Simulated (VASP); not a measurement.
# BP2 in VASP: further runs

The runs below take BP2 through single point, with PBE.

Program: VASP 6.6.1. These are calculated values, not measurements. Logs are shortened: lines on timing, memory, paths and dates and some standing lists are left out, and cuts for length are marked.

### 1 The cell of the first run

The structure is tetragonal, space group P4/mmm (No. 123). The conventional cell has a = 6.117 Å, b = 6.117 Å, c = 2.374 Å, α = 90.00°, β = 90.00°, γ = 90.00°. B (site symmetry 4/mmm) has 2 B at 2.37 Å within 3.1 Å. B (site symmetry 4/mmm) has 4 P at 1.94 Å and 2 B at 2.37 Å within 2.6 Å. P (site symmetry m2m) has 1 B at 1.94 Å and 3 P at 2.24 to 2.37 Å within 2.6 Å.

The cell was built from a structure type or drawn by symmetry, and may not be a known phase.

### 2 Single point, PBE

Contents of INCAR:

```
SYSTEM = BP2
PREC     = Accurate       ! precision mode
ENCUT    = 500            ! plane-wave cutoff, eV
EDIFF    = 1E-6           ! SCF threshold, eV
ISMEAR   = 0              ! smearing method
SIGMA    = 0.2            ! smearing width, eV
LREAL    = .FALSE.        ! projectors in reciprocal space
LASPH    = .TRUE.         ! aspherical terms in the spheres
NELM     = 120            ! most SCF steps
ALGO     = Normal         ! electronic algorithm
ISIF     = 2              ! what is computed and relaxed
LWAVE    = .FALSE.        ! write WAVECAR
LCHARG   = .FALSE.        ! write CHGCAR
GGA      = PE             ! functional
NBANDS   = 22             ! bands
GGA_COMPAT= .FALSE.
```

Contents of KPOINTS:

```
regular mesh
0
G
  3 3 4
  0 0 0
```

Contents of POSCAR:

```
BP2
1.0
    6.1165967116      0.0000000000      0.0000000000
    0.0000000000      6.1165967116      0.0000000000
    0.0000000000      0.0000000000      2.3739134472
B P
2 4
Direct
    0.5000000000      0.5000000000      0.5000000000
    0.0000000000      0.0000000000      0.0000000000
    0.3171848595      0.0000000000      0.0000000000
    0.6828151405      0.0000000000      0.0000000000
    0.0000000000      0.3171848595      0.0000000000
    0.0000000000      0.6828151405      0.0000000000
```

Potentials or basis: VASP PAW PBE potentials, release 64 (B, P).

Launch:

```bash
> cat potpaw_PBE.64/B/POTCAR potpaw_PBE.64/P/POTCAR > POTCAR
> mpirun -np 1 vasp_std > vasp.out
```

OUTCAR:

```text
SYSTEM = BP2
   PREC = Accurate
   ENCUT = 500
   EDIFF = 1E-6
   ISMEAR = 0
   LREAL = .FALSE.
   LASPH = .TRUE.
   NELM = 120
   ISIF = 2
   GGA = PE

 ion  position               nearest neighbor table
   1  0.500  0.500  0.500-
   2  0.000  0.000  0.000-   3 1.94   4 1.94   5 1.94   6 1.94
   3  0.317  0.000  0.000-   2 1.94   4 2.24   5 2.74   6 2.74
   4  0.683  0.000  0.000-   2 1.94   3 2.24   5 2.74   6 2.74
   5  0.000  0.317  0.000-   2 1.94   6 2.24   4 2.74   3 2.74
   6  0.000  0.683  0.000-   2 1.94   5 2.24   4 2.74   3 2.74

  LATTYP: Found a simple tetragonal cell.
 ALAT       =     6.1165967116
 C/A-ratio  =     0.3881101794

  Lattice vectors:

 A1 = (   6.1165967116,   0.0000000000,   0.0000000000)
 A2 = (   0.0000000000,   6.1165967116,   0.0000000000)
 A3 = (   0.0000000000,   0.0000000000,   2.3739134472)

Analysis of symmetry for initial positions (statically):
=====================================================================
 Subroutine PRICEL returns:
 Original cell was already a primitive cell.

 Routine SETGRP: Setting up the symmetry group for a
 simple tetragonal supercell.

 Subroutine GETGRP returns: Found 16 space group operations
 (whereof 16 operations were pure point group operations)
 out of a pool of 16 trial point group operations.

The static configuration has the point symmetry D_4h.

Analysis of symmetry for dynamics (positions and initial velocities):
=====================================================================
 Subroutine PRICEL returns:
 Original cell was already a primitive cell.

 Routine SETGRP: Setting up the symmetry group for a
 simple tetragonal supercell.

 Subroutine GETGRP returns: Found 16 space group operations
 (whereof 16 operations were pure point group operations)
 out of a pool of 16 trial point group operations.

The dynamic configuration has the point symmetry D_4h.

 Subroutine INISYM returns: Found 16 space group operations
 (whereof 16 operations are pure point group operations),
 and found     1 'primitive' translations

----------------------------------------------------------------------------------------

                                     Primitive cell

  volume of cell :      88.8146

  direct lattice vectors                    reciprocal lattice vectors
     6.116596712  0.000000000  0.000000000     0.163489608  0.000000000  0.000000000
     0.000000000  6.116596712  0.000000000     0.000000000  0.163489608  0.000000000
     0.000000000  0.000000000  2.373913447     0.000000000  0.000000000  0.421245350

  length of vectors
     6.116596712  6.116596712  2.373913447     0.163489608  0.163489608  0.421245350

  position of ions in fractional coordinates (direct lattice)
     0.500000000  0.500000000  0.500000000
     0.000000000  0.000000000  0.000000000
     0.317184860  0.000000000  0.000000000
     0.682815140  0.000000000  0.000000000
     0.000000000  0.317184860  0.000000000
     0.000000000  0.682815140  0.000000000

  ion indices of the primitive-cell ions
   primitive index   ion index
                 1           1
                 2           2
                 3           3
                 4           4
                 5           5
                 6           6

----------------------------------------------------------------------------------------

 KPOINTS: regular mesh

Automatic generation of k-mesh.
 Grid dimensions read from file:
 generate k-points for:    3    3    4

 Generating k-lattice:

  Cartesian coordinates                     Fractional coordinates (reciprocal lattice)
     0.054496536  0.000000000  0.000000000     0.333333333  0.000000000  0.000000000
     0.000000000  0.054496536  0.000000000     0.000000000  0.333333333  0.000000000
     0.000000000  0.000000000  0.105311337     0.000000000  0.000000000  0.250000000

  Length of vectors
     0.054496536  0.054496536  0.105311337

  Shift w.r.t. Gamma in fractional coordinates (k-lattice)
     0.000000000  0.000000000  0.000000000

 Subroutine IBZKPT returns following result:
 ===========================================

 Found      9 irreducible k-points:

 Following reciprocal coordinates:
            Coordinates               Weight
  0.000000  0.000000  0.000000      1.000000
  0.333333  0.000000  0.000000      4.000000
  0.333333  0.333333  0.000000      4.000000
  0.000000  0.000000  0.250000      2.000000
  0.333333  0.000000  0.250000      8.000000
  0.333333  0.333333  0.250000      8.000000
  0.000000  0.000000  0.500000      1.000000
  0.333333  0.000000  0.500000      4.000000
  0.333333  0.333333  0.500000      4.000000
   k-points           NKPTS =      9   k-points in BZ     NKDIM =      9   number of bands    NBANDS=     22
   number of dos      NEDOS =    301   number of ions     NIONS =      6
   total plane-waves  NPLWV =  41472
   dimension x,y,z NGX =    48 NGY =   48 NGZ =   18
   dimension x,y,z NGXF=    96 NGYF=   96 NGZF=   36
   ions per type =               2   4
   NGX,Y,Z   is equivalent  to a cutoff of  13.05, 13.05, 12.61 a.u.
   NGXF,Y,Z  is equivalent  to a cutoff of  26.09, 26.09, 25.21 a.u.
 SYSTEM =  BP2
   PREC   = accura    normal or accurate (medium, high low for compatibility)
   ISTART =      0    job   : 0-new  1-cont  2-samecut
   ICHARG =      2    charge: 1-file 2-atom 10-const
   ISPIN  =      1    spin polarized calculation?
   LNONCOLLINEAR =      F non collinear calculations
   LSORBIT =      F    spin-orbit coupling
   LASPH  =      T    aspherical Exc in radial PAW
   ENCUT  =  500.0 eV  36.75 Ry    6.06 a.u.  11.15 11.15  4.33*2*pi/ulx,y,z
   NELM   =    120;   NELMIN=  2; NELMDL= -5     # of ELM steps
   EDIFF  = 0.1E-05   stopping-criterion for ELM
   LREAL  =      F    real-space projection
[... 7 lines left out ...]
   TEBEG  =    0.0;   TEEND  =   0.0 temperature during run
   PSTRESS=    0.0 pullay stress
   NELECT =      26.0000    total number of electrons
   NUPDOWN=      -1.0000    fix difference up-down
   EMIN   =  10.00;   EMAX   =-10.00  energy-range for DOS
   EFERMI =   0.00;   METHOD = LEGACY
   ISMEAR =     0;   SIGMA  =   0.20  broadening in eV -4-tet -1-fermi 0-gaus
   EFERMI_NEDOS =   21; number of points for ismear=-14 and -15
   IALGO  =     38    algorithm
   IMIX   =      4    mixing-type and parameters
     AMIX     =   0.40;   BMIX     =  1.00
     AMIX_MAG =   1.60;   BMIX_MAG =  1.00
  volume/ion in A,a.u.               =      14.80        99.89
  Fermi-wavevector in a.u.,A,eV,Ry     =   1.087021  2.054171 16.076830  1.181614
  Thomas-Fermi vector in A             =   2.223171
   LORBIT       =      0    0 simple, 1 ext, 2 COOP (PROOUT), +10 PAW based schemes
   GGA     = PE    functional components
   LHFCALC =     F    Hartree Fock is set to
   AEXX    =    0.0000 exact exchange contribution
   IVDW    =     0    specifies the selected vdW correction
   LEPSILON=     F    determine dielectric tensor
   LRPA    =     F    only Hartree local field effects (RPA)
 non-spin polarized calculation
 Gauss-broadening in eV      SIGMA  =   0.20
  energy-cutoff  :      500.00
  volume of cell :       88.81
 maximum number of plane-waves:      2269
 NGX is ok and might be reduce to    48

 number of electron      26.0000001 magnetization

 Free energy of the ion-electron system (eV)
  ---------------------------------------------------
  ext. energy  EPLUGINS =         0.00000000
  ---------------------------------------------------
  free energy    TOTEN  =       -27.64341786 eV

  energy without entropy =      -27.62268923  energy(sigma->0) =      -27.63305355

 E-fermi :   6.4350     XC(G=0): -10.4072

 val. band max:        6.1925477567   @ k =   0.3333   0.3333   0.0000
 cond. band min:       6.5960861040   @ k =   0.3333   0.3333   0.0000
 fundamental gap:      0.4035383473
 Fermi energy:         6.4350151358

 k-point     1 :       0.0000    0.0000    0.0000
  band No.  band energies     occupation
      1      -9.5849      2.00000
      2      -7.0093      2.00000
      3      -5.9096      2.00000
      4      -5.9096      2.00000
      5      -3.9062      2.00000
      6      -0.2075      2.00000
[... 14 lines left out ...]
     21      14.7804      0.00000
     22      14.9307      0.00000

 k-point     2 :       0.3333    0.0000    0.0000
  band No.  band energies     occupation
      1      -9.3361      2.00000
      2      -7.8320      2.00000
      3      -5.8910      2.00000
      4      -5.7514      2.00000
      5      -2.4125      2.00000
      6      -0.6598      2.00000
[... 14 lines left out ...]
     21      14.3948      0.00000
     22      14.9885      0.00000

 k-point     3 :       0.3333    0.3333    0.0000
  band No.  band energies     occupation
      1      -9.0342      2.00000
      2      -7.9091      2.00000
      3      -7.4199      2.00000
      4      -3.8975      2.00000
      5      -1.9640      2.00000
      6      -1.2944      2.00000
[... 14 lines left out ...]
     21      14.2917      0.00000
     22      14.4228      0.00000

 k-point     4 :       0.0000    0.0000    0.2500
  band No.  band energies     occupation
      1      -8.1153      2.00000
      2      -5.5131      2.00000
      3      -4.4594      2.00000
      4      -4.4594      2.00000
      5      -2.5865      2.00000
      6       1.0689      2.00000
[... 14 lines left out ...]
     21      10.2166      0.00000
     22      10.8520      0.00000

 k-point     5 :       0.3333    0.0000    0.2500
  band No.  band energies     occupation
      1      -7.8721      2.00000
      2      -6.3434      2.00000
      3      -4.4412      2.00000
      4      -4.3042      2.00000
      5      -1.1135      2.00000
      6       0.6708      2.00000
[... 14 lines left out ...]
     21      11.1525      0.00000
     22      11.9754      0.00000

 k-point     6 :       0.3333    0.3333    0.2500
  band No.  band energies     occupation
      1      -7.5770      2.00000
      2      -6.4180      2.00000
      3      -5.9592      2.00000
      4      -2.4384      2.00000
      5      -0.7070      2.00000
      6       0.0927      2.00000
[... 14 lines left out ...]
     21      11.5877      0.00000
     22      12.4478      0.00000

 k-point     7 :       0.0000    0.0000    0.5000
  band No.  band energies     occupation
      1      -4.9136      2.00000
      2      -2.1211      2.00000
      3      -1.8789      2.00000
      4      -1.4082      2.00000
      5      -1.4082      2.00000
      6       0.0839      2.00000
[... 14 lines left out ...]
     21      11.2865      0.00000
     22      12.0424      0.00000

 k-point     8 :       0.3333    0.0000    0.5000
  band No.  band energies     occupation
      1      -4.6918      2.00000
      2      -3.0713      2.00000
      3      -1.6437      2.00000
      4      -1.3910      2.00000
      5      -1.1164      2.00000
      6      -0.1950      2.00000
[... 14 lines left out ...]
     21      10.4305      0.00000
     22      10.8948      0.00000

 k-point     9 :       0.3333    0.3333    0.5000
  band No.  band energies     occupation
      1      -4.4255      2.00000
      2      -3.1391      2.00000
      3      -2.7926      2.00000
      4      -1.3534      2.00000
      5      -0.2535      2.00000
      6       0.2202      2.00000
[... 14 lines left out ...]
     21      10.4325      0.00000
     22      10.7793      0.00000

------------------------ aborting loop because EDIFF is reached ----------------------------------------

  FORCE on cell =-STRESS in cart. coord.  units (eV):
  Direction    XX          YY          ZZ          XY          YZ          ZX
  --------------------------------------------------------------------------------------
  -------------------------------------------------------------------------------------
  Total        0.3162497      0.3162497     -0.1226857      0.0000000     -0.0000000      0.0000000
  in kB        5.7050060      5.7050060     -2.2131958      0.0000000     -0.0000000      0.0000000
  external PRESSURE =       3.0656054 kB  Pullay stress =       0.0000000 kB

 VOLUME and BASIS-vectors are now :
 -----------------------------------------------------------------------------
  energy-cutoff  :      500.00
  volume of cell :       88.81
      direct lattice vectors                 reciprocal lattice vectors
     6.116596712  0.000000000  0.000000000     0.163489608  0.000000000  0.000000000
     0.000000000  6.116596712  0.000000000     0.000000000  0.163489608  0.000000000
     0.000000000  0.000000000  2.373913447     0.000000000  0.000000000  0.421245350

 POSITION                                       TOTAL-FORCE (eV/Angst)
 -----------------------------------------------------------------------------------
      3.05830      3.05830      1.18696        -0.000000      0.000000     -0.000000
      0.00000      0.00000      0.00000        -0.000000      0.000000     -0.000000
      1.94009      0.00000      0.00000         0.019703      0.000000      0.000000
      4.17650      0.00000      0.00000        -0.019703      0.000000     -0.000000
      0.00000      1.94009      0.00000         0.000000      0.019703     -0.000000
      0.00000      4.17650      0.00000         0.000000     -0.019703      0.000000
 -----------------------------------------------------------------------------------
    total drift:                               -0.000000      0.000000      0.000000

  FREE ENERGIE OF THE ION-ELECTRON SYSTEM (eV)
  ---------------------------------------------------
  free  energy   TOTEN  =       -27.6434178596 eV

  energy  without entropy=      -27.6226892333  energy(sigma->0) =      -27.63305355
```

Run time: 26 s. Hardware: 1 thread of Intel Xeon 8259CL, shared host; peak memory 0.19 GiB.

Results:

```
Free energy            : -27.6434 eV
Pressure               : 0.3 GPa
Largest force          : 0.020 eV/Å
Band gap on the k mesh : zero (bands 13 and 14 overlap by 2.45 eV)
```

Forces in eV/Å, atoms in the order of the input:
```
B    0.000  0.000  0.000
B    0.000  0.000  0.000
P    0.020  0.000  0.000
P   -0.020  0.000  0.000
P    0.000  0.020  0.000
P    0.000 -0.020  0.000
```

Caveat: the k points lie up to 0.66 Å⁻¹ apart, too coarse for converged energies and pressures of a metal.

### 3 Single point, PBE

This run uses another cell than the first one: it holds 3 atoms, not 6.

Contents of INCAR:

```
ALGO = Normal
EDIFF = 1E-6
ENCUT = 500
GGA = PE
GGA_COMPAT = False
ISIF = 2
ISMEAR = 0
LASPH = True
LCHARG = False
LREAL = False
LWAVE = False
NBANDS = 14
NELM = 120
PREC = Accurate
SIGMA = 0.2
```

Contents of KPOINTS:

```
k-points
0
Gamma
  6 6 5
```

Contents of POSCAR:

```
BP2
1.0
    2.0382063607     -2.0382266128      0.0000000000
    2.0382063607      2.0382266128      0.0000000000
    0.0000000000      0.0000000000      4.8598788666
B P
1 2
Direct
    0.5000000000      0.5000000000      0.5000000000
    0.0000000000      0.0000000000      0.5000000000
    0.0000000000      0.0000000000      0.0000000000
```

Potentials or basis: VASP PAW PBE potentials, release 64 (B, P).

Launch:

```bash
> cat potpaw_PBE.64/B/POTCAR potpaw_PBE.64/P/POTCAR > POTCAR
> mpirun -np 1 vasp_std > vasp.out
```

Wall time 22 s (1 thread of Intel Xeon 8259CL, shared host); peak memory 0.15 GiB.

It converged, with:

```
Free energy            : -15.0729 eV
Pressure               : -0.2 GPa
Band gap on the k mesh : zero (an odd number of electrons rules out a gap without spin polarisation)
```

Levels at points of the mesh, in eV from the Fermi level:
```tsv
k point	band 3	band 4	band 5	band 6	band 7	band 8	band 9	band 10
(0.00, 0.00, 0.00)	-7.97	-2.13	-2.13	2.27	3.25	3.25	3.61	4.48
(0.50, 0.00, 0.00)	-8.24	-5.62	-3.99	-1.48	1.54	1.88	4.58	5.07
(0.50, 0.50, 0.00)	-7.69	-5.04	-5.00	-4.05	-2.33	-2.33	1.81	3.68
```

Caveat: the k points lie up to 0.36 Å⁻¹ apart, too coarse for converged energies and pressures of a metal.

### 4 Single point, PBE

This run uses another cell than the first one: it holds 3 atoms, not 6.

Contents of INCAR:

```
ALGO = Normal ; EDIFF = 1E-6
ENCUT = 500 ; GGA = PE
GGA_COMPAT = False ; ISIF = 2
ISMEAR = 0 ; LASPH = True
LCHARG = True ; LELF = True
LREAL = False ; LVHAR = True
LWAVE = False ; NBANDS = 14
NELM = 120 ; PREC = Accurate
SIGMA = 0.2
```

Contents of KPOINTS:

```
k-points
0
Gamma
  10 6 3
```

Contents of POSCAR:

```
BP2
1.0
    2.5072289986      0.0000000000      0.0000000000
    0.0000000000      2.3339011354      0.0000000000
    0.0000000000      0.0000000000      6.6580788178
B P
1 2
Direct
    0.5000000000      0.5000000000      0.3675533545
    0.5000000000      0.5000000000      0.0783700012
    0.5000000000      0.5000000000      0.6567446443
```

Launch:

```bash
> cat potpaw_PBE.64/B/POTCAR potpaw_PBE.64/P/POTCAR > POTCAR
> mpirun -np 1 vasp_std > vasp.out
```

It took 35 s on 1 thread of Intel Xeon 8259CL, shared host; peak memory 0.15 GiB.

The run converged. Its results:

- Free energy: -15.8650 eV
- Pressure: -0.2 GPa
- Largest force: 0.012 eV/Å
- Band gap on the k mesh: zero (an odd number of electrons rules out a gap without spin polarisation)

Forces in eV/Å, atoms in the order of the input:
```
B    0.000  0.000  0.000
P    0.000  0.000  0.012
P    0.000  0.000 -0.012
```

Stress tensor (GPa, compression positive):
```
 0.39  0.00  0.00
 0.00 -0.47  0.00
 0.00  0.00 -0.49
```

Levels at points of the mesh, in eV from the Fermi level:
| k point | band 4 | band 5 | band 6 | band 7 | band 8 | band 9 | band 10 | band 11 |
| --- | --- | --- | --- | --- | --- | --- | --- | --- |
| (0.00, 0.00, 0.00) | -4.74 | -1.27 | 3.54 | 5.42 | 6.22 | 7.30 | 7.35 | 8.02 |
| (0.50, 0.00, 0.00) | -6.76 | -6.74 | -3.07 | -2.18 | 2.43 | 6.02 | 6.43 | 7.95 |
| (0.00, 0.50, 0.00) | -6.96 | -5.57 | -3.13 | -1.14 | 3.76 | 6.05 | 6.36 | 6.42 |
| (0.50, 0.50, 0.00) | -4.28 | -4.23 | -2.79 | -2.11 | -0.57 | 0.56 | 1.72 | 1.97 |

Caveat: the k points lie up to 0.45 Å⁻¹ apart, too coarse for converged energies and pressures of a metal.

### 5 The runs side by side

| cell | k mesh | gap on the mesh (eV) | pressure (GPa) | largest force (eV/Å) |
| --- | --- | --- | --- | --- |
| a = 6.117, b = 6.117, c = 2.374 Å, 6 atoms, atomic positions A | 3 × 3 × 4 | none | 0.3 | 0.02 |
| a = 2.882, b = 2.882, c = 4.860 Å, 3 atoms, atomic positions B | 6 × 6 × 5 | none | -0.2 | - |
| a = 2.507, b = 2.334, c = 6.658 Å, 3 atoms, atomic positions C | 10 × 6 × 3 | none | -0.2 | 0.01 |

Alike in all rows: task single point; level PBE; potentials or basis VASP PAW PBE potentials, release 64 (B, P); no spin polarisation; cutoff (eV) 500; smearing gaussian 0.2 eV.

Caveats: all runs use coarse meshes.

Total energies depend on the potentials used, so only differences within one code and one set of settings carry meaning.
